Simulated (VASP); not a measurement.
# Ge (P6_3/mmc) in VASP: further runs

Runs on Ge. Level: LDA. Tasks: single point.

Program: VASP 6.6.1. These are calculated values, not measurements. Logs are shortened: lines on timing, memory, paths and dates and some standing lists are left out, and cuts for length are marked.

### 1 The cell of the first run

It takes space group P6_3/mmc (No. 194, hexagonal). The conventional cell has a = 3.860 Å, b = 3.860 Å, c = 6.372 Å, α = 90.00°, β = 90.00°, γ = 120.00°. Within 3.1 Å of Ge (site symmetry 3m) lie 4 Ge at 2.37 to 2.38 Å.

### 2 Single point, LDA

The input, INCAR:

```
SYSTEM = Ge
ALGO = Normal ; EDIFF = 1E-6
ENCUT = 520 ; GGA = CA
ISIF = 2 ; ISMEAR = 0
LASPH = .TRUE. ; LCHARG = .FALSE.
LREAL = .FALSE. ; LWAVE = .FALSE.
NBANDS = 36 ; NELM = 60
PREC = Accurate ; SIGMA = 0.1
```

The input, KPOINTS:

```
k-points
0
G
  7 7 4
  0 0 0
```

The input, POSCAR:

```
Ge
1.0
    3.8596268470      0.0000000000      0.0000000000
   -1.9298134235      3.3425348699      0.0000000000
    0.0000000000      0.0000000000      6.3716294040
Ge
4
Direct
    0.6666666667      0.3333333333      0.0629010000
    0.3333333333      0.6666666667      0.5629010000
    0.6666666667      0.3333333333      0.4370990000
    0.3333333333      0.6666666667      0.9370990000
```

Potentials or basis: VASP PAW LDA potentials, release 64 (Ge_d).

Run with:

```console
$ cat potpaw_LDA.64/Ge_d/POTCAR > POTCAR
$ mpirun -np 1 vasp_std > vasp.out
```

OUTCAR:

```text
SYSTEM = Ge
   EDIFF = 1E-6
   ENCUT = 520
   GGA = CA
   ISIF = 2
   ISMEAR = 0
   LASPH = .TRUE.
   LREAL = .FALSE.
   NELM = 60
   PREC = Accurate

 ion  position               nearest neighbor table
   1  0.667  0.333  0.063-   4 2.37   4 2.37   4 2.37   3 2.38
   2  0.333  0.667  0.563-   3 2.37   3 2.37   3 2.37   4 2.38
   3  0.667  0.333  0.437-   2 2.37   2 2.37   2 2.37   1 2.38
   4  0.333  0.667  0.937-   1 2.37   1 2.37   1 2.37   2 2.38

  LATTYP: Found a hexagonal cell.
 ALAT       =     3.8596268470
 C/A-ratio  =     1.6508407824

  Lattice vectors:

 A1 = (   3.8596268470,   0.0000000000,   0.0000000000)
 A2 = (  -1.9298134235,   3.3425348699,   0.0000000000)
 A3 = (   0.0000000000,   0.0000000000,   6.3716294040)

Analysis of symmetry for initial positions (statically):
=====================================================================
 Subroutine PRICEL returns:
 Original cell was already a primitive cell.

 Routine SETGRP: Setting up the symmetry group for a
 hexagonal supercell.

 Subroutine GETGRP returns: Found 24 space group operations
 (whereof 12 operations were pure point group operations)
 out of a pool of 24 trial point group operations.

The static configuration has the point symmetry D_3d.
 The point group associated with its full space group is D_6h.

Analysis of symmetry for dynamics (positions and initial velocities):
=====================================================================
 Subroutine PRICEL returns:
 Original cell was already a primitive cell.

 Routine SETGRP: Setting up the symmetry group for a
 hexagonal supercell.

 Subroutine GETGRP returns: Found 24 space group operations
 (whereof 12 operations were pure point group operations)
 out of a pool of 24 trial point group operations.

The dynamic configuration has the point symmetry D_3d.
 The point group associated with its full space group is D_6h.

 Subroutine INISYM returns: Found 24 space group operations
 (whereof 12 operations are pure point group operations),
 and found     1 'primitive' translations

----------------------------------------------------------------------------------------

                                     Primitive cell

  volume of cell :      82.2000

  direct lattice vectors                    reciprocal lattice vectors
     3.859626847  0.000000000  0.000000000     0.259092404  0.149587071  0.000000000
    -1.929813423  3.342534870  0.000000000     0.000000000  0.299174141  0.000000000
     0.000000000  0.000000000  6.371629404     0.000000000  0.000000000  0.156945726

  length of vectors
     3.859626847  3.859626822  6.371629404     0.299174140  0.299174141  0.156945726

  position of ions in fractional coordinates (direct lattice)
     0.666666667  0.333333333  0.062901000
     0.333333333  0.666666667  0.562901000
     0.666666667  0.333333333  0.437099000
     0.333333333  0.666666667  0.937099000

  ion indices of the primitive-cell ions
   primitive index   ion index
                 1           1
                 2           2
                 3           3
                 4           4

----------------------------------------------------------------------------------------

 KPOINTS: k-points

Automatic generation of k-mesh.
 Grid dimensions read from file:
 generate k-points for:    7    7    4

 Generating k-lattice:

  Cartesian coordinates                     Fractional coordinates (reciprocal lattice)
     0.037013201  0.021369582  0.000000000     0.142857143  0.000000000  0.000000000
     0.000000000  0.042739163  0.000000000     0.000000000  0.142857143  0.000000000
     0.000000000  0.000000000  0.039236431     0.000000000  0.000000000  0.250000000

  Length of vectors
     0.042739163  0.042739163  0.039236431

  Shift w.r.t. Gamma in fractional coordinates (k-lattice)
     0.000000000  0.000000000  0.000000000

 Subroutine IBZKPT returns following result:
 ===========================================

 Found     24 irreducible k-points:

 Following reciprocal coordinates:
            Coordinates               Weight
  0.000000  0.000000  0.000000      1.000000
  0.142857  0.000000  0.000000      6.000000
  0.285714  0.000000  0.000000      6.000000
  0.428571  0.000000  0.000000      6.000000
  0.142857  0.142857  0.000000      6.000000
  0.285714  0.142857  0.000000     12.000000
[... 16 lines left out ...]
  0.428571  0.142857  0.500000      6.000000
  0.285714  0.285714  0.500000      6.000000
   k-points           NKPTS =     24   k-points in BZ     NKDIM =     24   number of bands    NBANDS=     36
   number of dos      NEDOS =    301   number of ions     NIONS =      4
   total plane-waves  NPLWV =  43200
   dimension x,y,z NGX =    30 NGY =   30 NGZ =   48
   dimension x,y,z NGXF=    60 NGYF=   60 NGZF=   96
   ions per type =               4
   NGX,Y,Z   is equivalent  to a cutoff of  12.92, 12.92, 12.52 a.u.
   NGXF,Y,Z  is equivalent  to a cutoff of  25.84, 25.84, 25.05 a.u.
 SYSTEM =  Ge
   PREC   = accura    normal or accurate (medium, high low for compatibility)
   ISTART =      0    job   : 0-new  1-cont  2-samecut
   ICHARG =      2    charge: 1-file 2-atom 10-const
   ISPIN  =      1    spin polarized calculation?
   LNONCOLLINEAR =      F non collinear calculations
   LSORBIT =      F    spin-orbit coupling
   LASPH  =      T    aspherical Exc in radial PAW
   ENCUT  =  520.0 eV  38.22 Ry    6.18 a.u.   7.18  7.18 11.85*2*pi/ulx,y,z
   NELM   =     60;   NELMIN=  2; NELMDL= -5     # of ELM steps
   EDIFF  = 0.1E-05   stopping-criterion for ELM
   LREAL  =      F    real-space projection
   EDIFFG = 0.1E-04   stopping-criterion for IOM
   NSW    =      0    number of steps for IOM
   IBRION =     -1    ionic relax: 0-MD 1-quasi-New 2-CG
   NFREE  =      0    steps in history (QN), initial steepest desc. (CG)
   ISIF   =      2    stress and relaxation
   ISYM   =      2    0-nonsym 1-usesym 2-fastsym
   POTIM  = 0.5000    time-step for ionic-motion
   TEBEG  =    0.0;   TEEND  =   0.0 temperature during run
   PSTRESS=    0.0 pullay stress
   NELECT =      56.0000    total number of electrons
   NUPDOWN=      -1.0000    fix difference up-down
   EMIN   =  10.00;   EMAX   =-10.00  energy-range for DOS
   EFERMI =   0.00;   METHOD = LEGACY
   ISMEAR =     0;   SIGMA  =   0.10  broadening in eV -4-tet -1-fermi 0-gaus
   EFERMI_NEDOS =   21; number of points for ismear=-14 and -15
   IALGO  =     38    algorithm
   IMIX   =      4    mixing-type and parameters
     AMIX     =   0.40;   BMIX     =  1.00
     AMIX_MAG =   1.60;   BMIX_MAG =  1.00
  volume/ion in A,a.u.               =      20.55       138.68
  Fermi-wavevector in a.u.,A,eV,Ry     =   1.440501  2.722152 28.232678  2.075043
  Thomas-Fermi vector in A             =   2.559238
   LORBIT       =      0    0 simple, 1 ext, 2 COOP (PROOUT), +10 PAW based schemes
   GGA     = CA    functional components
   LHFCALC =     F    Hartree Fock is set to
   AEXX    =    0.0000 exact exchange contribution
   IVDW    =     0    specifies the selected vdW correction
   LEPSILON=     F    determine dielectric tensor
   LRPA    =     F    only Hartree local field effects (RPA)
 non-spin polarized calculation
 Gauss-broadening in eV      SIGMA  =   0.10
  energy-cutoff  :      520.00
  volume of cell :       82.20
 maximum number of plane-waves:      2237
 NGX is ok and might be reduce to    30
   NGX = 15   NGY = 15   NGZ = 23

 number of electron      55.9999963 magnetization

 Free energy of the ion-electron system (eV)
  ---------------------------------------------------
  ext. energy  EPLUGINS =         0.00000000
  ---------------------------------------------------
  free energy    TOTEN  =       -20.56870472 eV

  energy without entropy =      -20.56787024  energy(sigma->0) =      -20.56828748

 E-fermi :   5.9373     XC(G=0): -10.7490

 val. band max:        5.9222018033   @ k =   0.0000   0.0000   0.0000
 cond. band min:       6.0924724565   @ k =   0.0000   0.0000   0.2500
 fundamental gap:      0.1702706532
 Fermi energy:         5.9372696704

 k-point     1 :       0.0000    0.0000    0.0000
  band No.  band energies     occupation
      1     -19.4348      2.00000
      2     -19.4348      2.00000
      3     -19.3857      2.00000
      4     -19.3840      2.00000
      5     -19.3840      2.00000
      6     -19.3700      2.00000
[... 28 lines left out ...]
     35      10.5206      0.00000
     36      11.8798      0.00000

 k-point     2 :       0.1429    0.0000    0.0000
  band No.  band energies     occupation
      1     -19.4490      2.00000
      2     -19.4397      2.00000
      3     -19.4003      2.00000
      4     -19.3924      2.00000
      5     -19.3839      2.00000
      6     -19.3540      2.00000
[... 28 lines left out ...]
     35      11.4710      0.00000
     36      11.7083      0.00000

 k-point     3 :       0.2857    0.0000    0.0000
  band No.  band energies     occupation
      1     -19.4603      2.00000
      2     -19.4451      2.00000
      3     -19.4207      2.00000
      4     -19.4044      2.00000
      5     -19.3758      2.00000
      6     -19.3391      2.00000
[... 28 lines left out ...]
     35      12.8105      0.00000
     36      13.3400      0.00000
[... 742 lines left out ...]
 k-point    23 :       0.4286    0.1429    0.5000
  band No.  band energies     occupation
      1     -19.4430      2.00000
      2     -19.4430      2.00000
      3     -19.4244      2.00000
      4     -19.4244      2.00000
      5     -19.3482      2.00000
      6     -19.3482      2.00000
[... 28 lines left out ...]
     35      14.3689      0.00000
     36      14.3689      0.00000

 k-point    24 :       0.2857    0.2857    0.5000
  band No.  band energies     occupation
      1     -19.4524      2.00000
      2     -19.4524      2.00000
      3     -19.4246      2.00000
      4     -19.4246      2.00000
      5     -19.3439      2.00000
      6     -19.3439      2.00000
[... 28 lines left out ...]
     35      12.1473      0.00000
     36      12.1473      0.00000

------------------------ aborting loop because EDIFF is reached ----------------------------------------

  FORCE on cell =-STRESS in cart. coord.  units (eV):
  Direction    XX          YY          ZZ          XY          YZ          ZX
  --------------------------------------------------------------------------------------
  -------------------------------------------------------------------------------------
  Total        3.5119819      3.5119818      3.3020730      0.0000000     -0.0000000     -0.0000000
  in kB       68.4527775     68.4527763     64.3613995      0.0000000     -0.0000000     -0.0000000
  external PRESSURE =      67.0889844 kB  Pullay stress =       0.0000000 kB

 VOLUME and BASIS-vectors are now :
 -----------------------------------------------------------------------------
  energy-cutoff  :      520.00
  volume of cell :       82.20
      direct lattice vectors                 reciprocal lattice vectors
     3.859626847  0.000000000  0.000000000     0.259092404  0.149587071  0.000000000
    -1.929813423  3.342534870  0.000000000     0.000000000  0.299174141  0.000000000
     0.000000000  0.000000000  6.371629404     0.000000000  0.000000000  0.156945726

 POSITION                                       TOTAL-FORCE (eV/Angst)
 -----------------------------------------------------------------------------------
      1.92981      1.11418      0.40078         0.000000     -0.000000      0.034315
     -0.00000      2.22836      3.58660        -0.000000      0.000000      0.034315
      1.92981      1.11418      2.78503         0.000000     -0.000000     -0.034315
     -0.00000      2.22836      5.97085        -0.000000      0.000000     -0.034315
 -----------------------------------------------------------------------------------
    total drift:                                0.000000     -0.000000      0.000000

  FREE ENERGIE OF THE ION-ELECTRON SYSTEM (eV)
  ---------------------------------------------------
  free  energy   TOTEN  =       -20.5687047176 eV

  energy  without entropy=      -20.5678702375  energy(sigma->0) =      -20.56828748
```

Run time: 30 s. Hardware: 1 thread of Intel Xeon 6975P-C (Granite Rapids), shared host; peak memory 0.19 GiB.

What came out:

- Free energy: -20.5687 eV
- Pressure: 6.7 GPa
- Largest force: 0.034 eV/Å
- Band gap on the k mesh: zero (filled and empty bands touch)

Forces on the atoms (eV/Å):
```
Ge   0.000  0.000  0.034
Ge   0.000  0.000  0.034
Ge   0.000  0.000 -0.034
Ge   0.000  0.000 -0.034
```

### 3 Single point, LDA

This run uses another cell than the first one, of 21.12 Å³/atom, 1.028 times its volume.

The input, INCAR:

```
SYSTEM = Ge
PREC = Accurate
ENCUT = 520
EDIFF = 1E-6
ISMEAR = 0
SIGMA = 0.1
LREAL = .FALSE.
LASPH = .TRUE.
NELM = 100
ALGO = Normal
ISIF = 2
LWAVE = .FALSE.
LCHARG = .FALSE.
NBANDS = 36
```

The input, KPOINTS:

```
Automatic mesh
0
G
  7 7 4
  0 0 0
```

The input, POSCAR:

```
Ge
1.0
    3.8950382457      0.0000000000      0.0000000000
   -1.9475191228      3.3732020404      0.0000000000
    0.0000000000      0.0000000000      6.4300879850
Ge
4
Direct
    0.6666666667      0.3333333333      0.0629010000
    0.3333333333      0.6666666667      0.5629010000
    0.6666666667      0.3333333333      0.4370990000
    0.3333333333      0.6666666667      0.9370990000
```

Potentials or basis: VASP PAW LDA potentials, release 64 (Ge_d).

Run with:

```console
$ cat potpaw_LDA.64/Ge_d/POTCAR > POTCAR
$ mpirun -np 1 vasp_std > vasp.out
```

OUTCAR:

```text
SYSTEM = Ge
   PREC = Accurate
   ENCUT = 520
   EDIFF = 1E-6
   ISMEAR = 0
   LREAL = .FALSE.
   LASPH = .TRUE.
   NELM = 100
   ISIF = 2

 ion  position               nearest neighbor table
   1  0.667  0.333  0.063-   4 2.39   4 2.39   4 2.39   3 2.41
   2  0.333  0.667  0.563-   3 2.39   3 2.39   3 2.39   4 2.41
   3  0.667  0.333  0.437-   2 2.39   2 2.39   2 2.39   1 2.41
   4  0.333  0.667  0.937-   1 2.39   1 2.39   1 2.39   2 2.41

  LATTYP: Found a hexagonal cell.
 ALAT       =     3.8950382457
 C/A-ratio  =     1.6508407824

  Lattice vectors:

 A1 = (   3.8950382457,   0.0000000000,   0.0000000000)
 A2 = (  -1.9475191228,   3.3732020404,   0.0000000000)
 A3 = (   0.0000000000,   0.0000000000,   6.4300879850)

Analysis of symmetry for initial positions (statically):
=====================================================================
 Subroutine PRICEL returns:
 Original cell was already a primitive cell.

 Routine SETGRP: Setting up the symmetry group for a
 hexagonal supercell.

 Subroutine GETGRP returns: Found 24 space group operations
 (whereof 12 operations were pure point group operations)
 out of a pool of 24 trial point group operations.

The static configuration has the point symmetry D_3d.
 The point group associated with its full space group is D_6h.

Analysis of symmetry for dynamics (positions and initial velocities):
=====================================================================
 Subroutine PRICEL returns:
 Original cell was already a primitive cell.

 Routine SETGRP: Setting up the symmetry group for a
 hexagonal supercell.

 Subroutine GETGRP returns: Found 24 space group operations
 (whereof 12 operations were pure point group operations)
 out of a pool of 24 trial point group operations.

The dynamic configuration has the point symmetry D_3d.
 The point group associated with its full space group is D_6h.

 Subroutine INISYM returns: Found 24 space group operations
 (whereof 12 operations are pure point group operations),
[... 118 lines left out ...]
     AMIX     =   0.40;   BMIX     =  1.00
     AMIX_MAG =   1.60;   BMIX_MAG =  1.00
  volume/ion in A,a.u.               =      21.12       142.53
  Fermi-wavevector in a.u.,A,eV,Ry     =   1.427405  2.697404 27.721662  2.037485
  Thomas-Fermi vector in A             =   2.547578
   LORBIT       =      0    0 simple, 1 ext, 2 COOP (PROOUT), +10 PAW based schemes
   GGA     = CA    functional components
   LHFCALC =     F    Hartree Fock is set to
   AEXX    =    0.0000 exact exchange contribution
   IVDW    =     0    specifies the selected vdW correction
   LEPSILON=     F    determine dielectric tensor
   LRPA    =     F    only Hartree local field effects (RPA)
 non-spin polarized calculation
 Gauss-broadening in eV      SIGMA  =   0.10
  energy-cutoff  :      520.00
  volume of cell :       84.48
 maximum number of plane-waves:      2289
 NGX is ok and might be reduce to    30
   NGX = 15   NGY = 15   NGZ = 23

 number of electron      55.9999935 magnetization

 Free energy of the ion-electron system (eV)
  ---------------------------------------------------
  ext. energy  EPLUGINS =         0.00000000
  ---------------------------------------------------
  free energy    TOTEN  =       -20.64628395 eV

  energy without entropy =      -20.64542106  energy(sigma->0) =      -20.64585251

 E-fermi :   5.6126     XC(G=0): -10.6157

 val. band max:        5.5052106542   @ k =   0.0000   0.0000   0.0000
 cond. band min:       5.6196773328   @ k =   0.0000   0.0000   0.0000
 fundamental gap:      0.1144666786
 Fermi energy:         5.6125985642

 k-point     1 :       0.0000    0.0000    0.0000
  band No.  band energies     occupation
      1     -19.6725      2.00000
      2     -19.6725      2.00000
      3     -19.6265      2.00000
      4     -19.6253      2.00000
      5     -19.6253      2.00000
      6     -19.6115      2.00000
[... 925 lines left out ...]
     35      11.7608      0.00000
     36      11.7608      0.00000

------------------------ aborting loop because EDIFF is reached ----------------------------------------

  FORCE on cell =-STRESS in cart. coord.  units (eV):
  Direction    XX          YY          ZZ          XY          YZ          ZX
  --------------------------------------------------------------------------------------
  -------------------------------------------------------------------------------------
  Total        2.2724468      2.2724468      2.0248417      0.0000000      0.0000000      0.0000000
  in kB       43.0956378     43.0956371     38.3999510      0.0000000      0.0000000      0.0000000
  external PRESSURE =      41.5304087 kB  Pullay stress =       0.0000000 kB

 VOLUME and BASIS-vectors are now :
 -----------------------------------------------------------------------------
  energy-cutoff  :      520.00
  volume of cell :       84.48
      direct lattice vectors                 reciprocal lattice vectors
     3.895038246  0.000000000  0.000000000     0.256736889  0.148227113  0.000000000
    -1.947519123  3.373202040  0.000000000     0.000000000  0.296454226  0.000000000
     0.000000000  0.000000000  6.430087985     0.000000000  0.000000000  0.155518867

 POSITION                                       TOTAL-FORCE (eV/Angst)
 -----------------------------------------------------------------------------------
      1.94752      1.12440      0.40446         0.000000     -0.000000      0.021631
     -0.00000      2.24880      3.61950        -0.000000     -0.000000      0.021631
      1.94752      1.12440      2.81059         0.000000      0.000000     -0.021631
     -0.00000      2.24880      6.02563        -0.000000      0.000000     -0.021631
 -----------------------------------------------------------------------------------
    total drift:                               -0.000000      0.000000      0.000000

  FREE ENERGIE OF THE ION-ELECTRON SYSTEM (eV)
  ---------------------------------------------------
  free  energy   TOTEN  =       -20.6462839527 eV

  energy  without entropy=      -20.6454210601  energy(sigma->0) =      -20.64585251
```

Wall time 32 s (1 thread of Intel Xeon 6975P-C (Granite Rapids), shared host); peak memory 0.19 GiB.

What came out:

```yaml
Free_energy: -20.6463 eV
Pressure: 4.2 GPa
Largest_force: 0.022 eV/Å
Band_gap_on_the_k_mesh: zero (filled and empty bands touch)
```

Forces in eV/Å, atoms in the order of the input:
```
Ge   0.000  0.000  0.022
Ge   0.000  0.000  0.022
Ge   0.000  0.000 -0.022
Ge   0.000  0.000 -0.022
```

Stress tensor (GPa, compression positive):
```
4.31 0.00 0.00
0.00 4.31 0.00
0.00 0.00 3.84
```

Levels at points of the mesh, in eV from the Fermi level:
| k point | band 24 | band 25 | band 26 | band 27 | band 28 | band 29 | band 30 | band 31 | band 32 | band 33 |
| --- | --- | --- | --- | --- | --- | --- | --- | --- | --- | --- |
| (0.00, 0.00, 0.00) | -1.74 | -1.74 | -0.31 | -0.11 | 0.01 | 0.01 | 0.43 | 2.10 | 2.10 | 2.66 |
| (0.00, 0.00, 0.50) | -5.11 | -1.07 | -1.07 | -1.07 | -1.07 | 0.71 | 0.71 | 3.28 | 3.28 | 3.28 |
